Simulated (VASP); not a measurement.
**AgBr: single point with PBE**

The system is AgBr.

```
Ag Br
1.0
     0.00000    2.66441    2.66441
     2.66441    0.00000    2.66441
     2.66441    2.66441    0.00000
Ag Br
1 1
Direct
  0.00000 0.00000 0.00000
  0.50000 0.50000 0.50000
```

| Quantity | Value |
| --- | --- |
| Program | VASP 6.6.1 |
| Task | single point |
| Functional | PBE |
| Potentials or basis | VASP PAW PBE potentials, release 64 (Ag, Br) |
| Cutoff | 500 eV |
| k mesh | 9 × 9 × 9 |
| Occupations | fermi-dirac, width 0.03 eV |
| Spin | no spin polarisation |
| Dipole correction | no |
| Further INCAR settings | ALGO = Normal; EDIFF = 1e-06; NBANDS = 16 |

```json
{
  "Pressure": "22.2 GPa",
  "Band gap on the k mesh": "0.84 eV (least direct gap 3.11 eV)"
}
```

Levels at points of the mesh, in eV from the valence-band top:
| k point | band 7 | band 8 | band 9 | band 10 | band 11 | band 12 |
| --- | --- | --- | --- | --- | --- | --- |
| (0.00, 0.00, 0.00) | -2.76 | -2.76 | -2.76 | 0.84 | 9.89 | 9.89 |

Wall time 21 s on 1 thread of Intel Xeon 8259CL (shared host), peak memory 0.16 GiB.

Caveat: the cell stands under pressure; an odd mesh through Γ misses points on the zone boundary, where band edges can lie.
